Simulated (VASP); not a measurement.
**Ca: single point with PBEsol**

Ca:

```xyz
1
Lattice="-2.1918 2.1918 2.1918 2.1918 -2.1918 2.1918 2.1918 2.1918 -2.1918" Properties=species:S:1:pos:R:3 pbc="T T T"
Ca    0.0000    0.0000    0.0000
```

This isn't the form of Ca at room conditions, which is fcc.

| Quantity | Value |
| --- | --- |
| Program | VASP 6.6.1 |
| Task | single point |
| Functional | PBEsol |
| Potentials or basis | VASP PAW PBE potentials, release 64 (Ca_sv) |
| Cutoff | 520 eV |
| k mesh | 12 × 12 × 12 |
| Occupations | fermi-dirac, width 0.1 eV |
| Spin | no spin polarisation |
| Dipole correction | no |
| Further INCAR settings | ALGO = Normal; EDIFF = 1e-07; NBANDS = 11 |

- Pressure: -0.6 GPa
- Band gap on the k mesh: zero (bands 5 and 6 overlap by 0.37 eV)

Levels at points of the mesh, in eV from the Fermi level:
```
           k point  band 2  band 3  band 4  band 5  band 6  band 7  band 8  band 9
(0.00, 0.00, 0.00)  -22.85  -22.85  -22.85   -4.07    2.30    2.30    2.30    3.37
(0.50, 0.00, 0.00)  -22.99  -22.90  -22.85   -0.90   -0.01    1.34    3.27    3.65
(0.50, 0.50, 0.50)  -22.95  -22.95  -22.95    0.06    0.06    3.93    3.93    3.93
```

It took 27 s on 1 thread of Intel(R) Xeon(R) Platinum 8259CL CPU @ 2.50GHz (Skylake/Cascade Lake), on a shared host, peak memory 0.17 GiB.

Caveat: the PAW data sets were made with another functional, which shifts forces and pressure a little.
